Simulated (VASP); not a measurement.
# WSe2 in VASP: relaxation of the atoms with PBEsol

Aim: the relaxation of the atoms of WSe2 with PBEsol.

Program: VASP 6.6.1. These are calculated values, not measurements. Logs are shortened: lines on timing, memory, paths and dates and some standing lists are left out, and cuts for length are marked.

### Step 1. The cell of the first run

The cell holds a sheet with vacuum, 3 atoms: a = 3.315 Å, b = 3.315 Å, c = 21.350 Å, α = 90.00°, β = 90.00°, γ = 120.00°.

### Step 2. Relaxation of the atoms, PBEsol

The input, INCAR:

```
SYSTEM = WSe2
PREC = Accurate
ENCUT = 520
EDIFF = 1E-6
ISMEAR = 0
SIGMA = 0.02
LREAL = .False.
LASPH = .True.
NELM = 60
ALGO = Normal
ISIF = 2
LWAVE = .False.
LCHARG = .False.
LDIPOL = .True.
IDIPOL = 3
DIPOL = 0.5 0.5 0.500
GGA = PS
IBRION = 2
NSW = 100
EDIFFG = -0.003
```

The input, KPOINTS:

```
regular mesh
0
Gamma
  12 12 1
  0 0 0
```

The input, POSCAR:

```
WSe2
1.0
    3.3148200000      0.0000000000      0.0000000000
   -1.6574100000      2.8707183290      0.0000000000
    0.0000000000      0.0000000000     21.3500000000
Se W
2 1
Direct
    0.6666666667      0.3333333333      0.4215456674
    0.6666666667      0.3333333333      0.5784543326
    0.3333333333      0.6666666667      0.5000000000
```

Potentials or basis: VASP PAW PBE potentials, release 64 (Se, W_sv).

On the command line:

```sh
$ cat potpaw_PBE.64/Se/POTCAR potpaw_PBE.64/W_sv/POTCAR > POTCAR
$ mpirun -np 1 vasp_std > vasp.out
```

OUTCAR:

```text
SYSTEM = WSe2
   PREC = Accurate
   ENCUT = 520
   EDIFF = 1E-6
   ISMEAR = 0
   LREAL = .False.
   LASPH = .True.
   NELM = 60
   ISIF = 2
   GGA = PS
   IBRION = 2
   NSW = 100
   EDIFFG = -0.003

 ion  position               nearest neighbor table
   1  0.667  0.333  0.422-   3 2.54   3 2.54   3 2.54
   2  0.667  0.333  0.578-   3 2.54   3 2.54   3 2.54
   3  0.333  0.667  0.500-   1 2.54   2 2.54   1 2.54   2 2.54   1 2.54   2 2.54

  LATTYP: Found a hexagonal cell.
 ALAT       =     3.3148200000
 C/A-ratio  =     6.4407720480

  Lattice vectors:

 A1 = (   3.3148200000,   0.0000000000,   0.0000000000)
 A2 = (  -1.6574100000,   2.8707183290,   0.0000000000)
 A3 = (   0.0000000000,   0.0000000000,  21.3500000000)

Analysis of symmetry for initial positions (statically):
=====================================================================
 Subroutine PRICEL returns:
 Original cell was already a primitive cell.

 Routine SETGRP: Setting up the symmetry group for a
 hexagonal supercell.

 Subroutine GETGRP returns: Found 12 space group operations
 (whereof 12 operations were pure point group operations)
 out of a pool of 24 trial point group operations.

The static configuration has the point symmetry D_3h.

Analysis of symmetry for dynamics (positions and initial velocities):
=====================================================================
 Subroutine PRICEL returns:
 Original cell was already a primitive cell.

 Routine SETGRP: Setting up the symmetry group for a
 hexagonal supercell.

 Subroutine GETGRP returns: Found 12 space group operations
 (whereof 12 operations were pure point group operations)
 out of a pool of 24 trial point group operations.

The dynamic configuration has the point symmetry D_3h.

 Subroutine INISYM returns: Found 12 space group operations
 (whereof 12 operations are pure point group operations),
 and found     1 'primitive' translations

----------------------------------------------------------------------------------------

                                     Primitive cell

[... 95 lines left out ...]
   TEBEG  =    0.0;   TEEND  =   0.0 temperature during run
   PSTRESS=    0.0 pullay stress
   NELECT =      26.0000    total number of electrons
   NUPDOWN=      -1.0000    fix difference up-down
   EMIN   =  10.00;   EMAX   =-10.00  energy-range for DOS
   EFERMI =   0.00;   METHOD = LEGACY
   ISMEAR =     0;   SIGMA  =   0.02  broadening in eV -4-tet -1-fermi 0-gaus
   EFERMI_NEDOS =   21; number of points for ismear=-14 and -15
   IALGO  =     38    algorithm
   IMIX   =      4    mixing-type and parameters
     AMIX     =   0.40;   BMIX     =  1.00
     AMIX_MAG =   1.60;   BMIX_MAG =  1.00
  volume/ion in A,a.u.               =      67.72       457.01
  Fermi-wavevector in a.u.,A,eV,Ry     =   0.824992  1.559009  9.260289  0.680612
  Thomas-Fermi vector in A             =   1.936773
   LORBIT       =      0    0 simple, 1 ext, 2 COOP (PROOUT), +10 PAW based schemes
   GGA     = PS    functional components
   LHFCALC =     F    Hartree Fock is set to
   AEXX    =    0.0000 exact exchange contribution
   IVDW    =     0    specifies the selected vdW correction
   LEPSILON=     F    determine dielectric tensor
   LRPA    =     F    only Hartree local field effects (RPA)
 conjugate gradient relaxation of ions
 non-spin polarized calculation
 Gauss-broadening in eV      SIGMA  =   0.02
  energy-cutoff  :      520.00
  volume of cell :      203.16
 maximum number of plane-waves:      5496
 NGX is ok and might be reduce to    28
   NGX = 13   NGY = 13   NGZ = 79

 dipolmoment           0.000000      0.000000      0.000000 electrons x Angstroem

--------------------------------------- Ionic step        1  -------------------------------------------

 number of electron      25.9999996 magnetization

 Free energy of the ion-electron system (eV)
  ---------------------------------------------------
  ext. energy  EPLUGINS =         0.00000000
  ---------------------------------------------------
  free energy    TOTEN  =       -23.21699887 eV

  energy without entropy =      -23.21699887  energy(sigma->0) =      -23.21699887

------------------------ aborting loop because EDIFF is reached ----------------------------------------

  FORCE on cell =-STRESS in cart. coord.  units (eV):
  Direction    XX          YY          ZZ          XY          YZ          ZX
  --------------------------------------------------------------------------------------
  -------------------------------------------------------------------------------------
  Total       -1.4409685     -1.4409685     -0.9272205      0.0000000      0.0000000      0.0000000
  in kB      -11.3636192    -11.3636192     -7.3121516      0.0000000      0.0000000      0.0000000
  external PRESSURE =     -10.0131300 kB  Pullay stress =       0.0000000 kB
[... 61 lines left out ...]
--------------------------------------- Ionic step        3  -------------------------------------------

 number of electron      25.9999996 magnetization

 dipolmoment           0.000000      0.000000     -0.000000 electrons x Angstroem

 Free energy of the ion-electron system (eV)
  ---------------------------------------------------
  ext. energy  EPLUGINS =         0.00000000
  ---------------------------------------------------
  free energy    TOTEN  =       -23.22134834 eV

  energy without entropy =      -23.22134834  energy(sigma->0) =      -23.22134834

 E-fermi :  -1.6117     XC(G=0):  -3.7350

 val. band max:       -1.8949355276   @ k =   0.3333   0.3333   0.0000
 cond. band min:      -0.3758398495   @ k =   0.3333   0.3333   0.0000
 fundamental gap:      1.5190956781
 Fermi energy:        -1.6117135370

 k-point     1 :       0.0000    0.0000    0.0000
  band No.  band energies     occupation
      1     -75.8849      2.00000
      2     -40.1178      2.00000
      3     -40.0107      2.00000
      4     -40.0107      2.00000
      5     -16.6539      2.00000
      6     -15.3446      2.00000
[... 359 lines left out ...]
      6     -14.2730      2.00000
[... 9 lines left out ...]
     16       1.6438      0.00000
     17       3.0521      0.00000

------------------------ aborting loop because EDIFF is reached ----------------------------------------

 vacuum level on the upper side and lower side of the slab       (xc-potential included)        -0.209        -0.209

  FORCE on cell =-STRESS in cart. coord.  units (eV):
  Direction    XX          YY          ZZ          XY          YZ          ZX
  --------------------------------------------------------------------------------------
  -------------------------------------------------------------------------------------
  Total       -1.0991462     -1.0991462     -0.0126577      0.0000000      0.0000000      0.0000000
  in kB       -8.6679747     -8.6679747     -0.0998196      0.0000000      0.0000000      0.0000000
  external PRESSURE =      -5.8119230 kB  Pullay stress =       0.0000000 kB
[... 18 lines left out ...]
  FREE ENERGIE OF THE ION-ELECTRON SYSTEM (eV)
  ---------------------------------------------------
  free  energy   TOTEN  =       -23.2213483405 eV

  energy  without entropy=      -23.2213483405  energy(sigma->0) =      -23.22134834

 reached required accuracy - stopping structural energy minimisation

 vacuum level on the upper side and lower side of the slab         3.093         3.093
```

OSZICAR:

```text
N       E                     dE             d eps       ncg     rms          rms(c)
DAV:   1     0.183428581024E+03    0.18343E+03   -0.13520E+04   798   0.122E+03
DAV:   2    -0.881420418572E+01   -0.19224E+03   -0.18997E+03   839   0.258E+02
DAV:   3    -0.240420169408E+02   -0.15228E+02   -0.15196E+02   916   0.743E+01
DAV:   4    -0.242669877613E+02   -0.22497E+00   -0.22453E+00   873   0.103E+01
[... 25 lines left out ...]
   2 F= -.23221229E+02 E0= -.23221229E+02  d E =-.422973E-02
       N       E                     dE             d eps       ncg     rms          rms(c)
DAV:   1    -0.232213072231E+02   -0.79059E-04   -0.11155E-02   648   0.519E-01    0.778E-02
DAV:   2    -0.232213480843E+02   -0.40861E-04   -0.55849E-04   699   0.121E-01    0.409E-02
DAV:   3    -0.232213483405E+02   -0.25621E-06   -0.87576E-06   889   0.200E-02
   3 F= -.23221348E+02 E0= -.23221348E+02  d E =-.434947E-02
```

CONTCAR:

```text
WSe2
   1.00000000000000
     3.3148200000000001    0.0000000000000000    0.0000000000000000
    -1.6574100000000000    2.8707183289999998    0.0000000000000000
     0.0000000000000000    0.0000000000000000   21.3500000000000014
  Se              W
     2     1
Direct
     0.6666666667000030    0.3333333332999970    0.4222803128743335
     0.6666666667000030    0.3333333332999970    0.5777196871256666
     0.3333333332999970    0.6666666667000030    0.5000000000000000

  0.00000000E+00  0.00000000E+00  0.00000000E+00
  0.00000000E+00  0.00000000E+00  0.00000000E+00
  0.00000000E+00  0.00000000E+00  0.00000000E+00
```

Wall time 1.7 min (1 thread of Intel Xeon Platinum 8488C (Sapphire Rapids), shared host); peak memory 0.38 GiB.

What came out:

```
Free energy               : -23.2213 eV
Energy gained by relaxing : 1.4 meV/atom
Ionic steps               : 3
Band gap on the k mesh    : 1.52 eV
```

Step by step:
| step | energy change (eV) | largest force (eV/Å) | pressure (GPa) |
| --- | --- | --- | --- |
| 1 | 0.0000 | 0.2733 | -1.00 |
| 2 | -0.0042 | 0.0449 | -0.65 |
| 3 | -0.0043 | 0.0014 | -0.58 |

Final structure:
```
CELL_PARAMETERS angstrom
3.31482 0.00000 0.00000
-1.65741 2.87072 0.00000
0.00000 0.00000 21.35000
ATOMIC_POSITIONS crystal
Se 0.66667 0.33333 0.42228
Se 0.66667 0.33333 0.57772
W 0.33333 0.66667 0.50000
```

Caveat: the PAW data sets were made with another functional, which shifts forces and pressure a little; spin-orbit coupling is left out, which moves the levels of the heavy elements.
